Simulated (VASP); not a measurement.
The system is YMg2CdSe.

```
Y Mg Cd Se
1.0
    -3.39581    3.39581    4.93612
     3.39581   -3.39581    4.93612
     3.39581    3.39581   -4.93612
Y Mg Cd Se
2 4 2 2
Cartesian
  0.0000 3.3958 2.4681
  3.3958 0.0000 2.4681
  1.6613 5.0571 0.0000
  1.7345 -1.6613 4.9361
  1.6613 1.7345 4.9361
  1.7345 1.6613 0.0000
  0.0000 3.3958 0.0000
  3.3958 0.0000 0.0000
  0.0000 0.0000 0.0000
  0.0000 0.0000 4.9361
```

The cell was generated, and may not be a known phase.

```yaml
Program: VASP 6.6.1
Task: relaxation of cell and atoms
Functional: PBE
Potentials_or_basis: VASP PAW PBE potentials, release 64 (Y_sv, Mg, Cd, Se)
Cutoff: 600 eV
k_mesh: 4 × 4 × 4
Occupations: gaussian, width 0.2 eV
Spin: no spin polarisation
```

At the start: pressure 30.0 GPa; volume 22.77 Å³/atom.

Problem. How do energy, volume and symmetry change on relaxing?

Solution. Over 7 steps the energy falls by 802.6 meV/atom and the volume is 34.95 Å³/atom (+53.5 %); space group I4/mcm (No. 140, to 0.1 Å) before, P4/mmm (No. 123, to 0.1 Å).

Step by step:
```csv
step,energy change (eV),largest force (eV/Å),pressure (GPa),volume (Å³)
1,0.0000,0.9203,30.02,227.68
2,-7.5026,0.0245,-2.81,399.16
3,-7.9771,0.1025,0.54,344.22
4,-7.9867,0.0875,-0.07,351.42
5,-7.9862,0.0932,0.16,348.59
6,-8.0225,0.0772,0.14,349.24
7,-8.0257,0.0698,0.15,349.49
```

Final structure:
```yaml
crystal:
  lattice:
    - [-3.89441, 3.89441, 5.76087]
    - [3.89441, -3.89441, 5.76087]
    - [3.89441, 3.89441, -5.76087]
  atoms:
    - { symbol: Y, position: [0.75000, 0.25000, 0.50000] }
    - { symbol: Y, position: [0.25000, 0.75000, 0.50000] }
    - { symbol: Mg, position: [0.74877, 0.24877, 0.99754] }
    - { symbol: Mg, position: [0.25123, 0.75123, 0.00246] }
    - { symbol: Mg, position: [0.75123, 0.74877, 0.50000] }
    - { symbol: Mg, position: [0.24877, 0.25123, 0.50000] }
    - { symbol: Cd, position: [0.50000, 0.00000, 0.50000] }
    - { symbol: Cd, position: [0.00000, 0.50000, 0.50000] }
    - { symbol: Se, position: [0.00000, 0.00000, 0.00000] }
    - { symbol: Se, position: [0.50000, 0.50000, 0.00000] }
```

Caveat: the volume moved by over 15 % at a fixed basis, so the end points are rough; the relaxation stopped at a loose force limit of 0.08 eV/Å, so its end isn't a converged minimum.
